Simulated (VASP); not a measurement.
Crystal: Sc2AlP3.

```
Sc Al P
1.0
     2.50913   -5.30851    0.00000
     2.50913    5.30851    0.00000
     0.00000    0.00000    3.95143
Sc Al P
2 1 3
Direct
  0.65497 0.34503 0.50000
  0.34503 0.65497 0.50000
  0.00000 0.00000 0.00000
  0.14539 0.85461 0.50000
  0.85461 0.14539 0.50000
  0.50000 0.50000 0.00000
```

The cell was built from a structure type or drawn by symmetry, and may not be a known phase.

- Program: VASP 6.6.1
- Task: relaxation of cell and atoms
- Functional: PBE
- Potentials or basis: VASP PAW PBE potentials, release 64 (Sc_sv, Al, P)
- Cutoff: 600 eV
- k mesh: 4 × 4 × 4
- Occupations: gaussian, width 0.1 eV
- Spin: no spin polarisation

At the start: pressure 23.3 GPa; volume 17.54 Å³/atom.

How do energy, volume and symmetry change on relaxing?

Over 11 steps the energy falls by 441.1 meV/atom and the volume is 20.32 Å³/atom (+15.8 %); space group Cmmm (No. 65, to 0.1 Å) before and after.

The path:
```csv
step,energy change (eV),largest force (eV/Å),pressure (GPa),volume (Å³)
1,0.0000,5.5719,23.34,105.26
2,-1.2891,0.5758,-7.96,147.32
3,-2.4912,0.7778,0.18,123.47
4,-2.4997,0.7398,0.62,122.77
5,-2.5062,0.6626,1.42,121.58
6,-2.5897,0.3873,-1.09,124.70
7,-2.5967,0.2897,-1.95,125.84
8,-2.6426,0.0237,-0.56,123.05
9,-2.6453,0.0645,-0.11,122.22
10,-2.6453,0.0721,-0.07,122.15
11,-2.6467,0.0116,0.03,121.93
```

Final structure:
```
CELL_PARAMETERS angstrom
2.61545 -6.04106 0.00000
2.61545 6.04106 0.00000
0.00000 0.00000 3.85844
ATOMIC_POSITIONS crystal
Sc 0.64705 0.35295 0.50000
Sc 0.35295 0.64705 0.50000
Al 0.00000 0.00000 0.00000
P 0.13924 0.86076 0.50000
P 0.86076 0.13924 0.50000
P 0.50000 0.50000 0.00000
```

Caveat: the k points lie up to 0.41 Å⁻¹ apart in the final cell; the volume moved by over 15 % at a fixed basis, so the end points are rough.
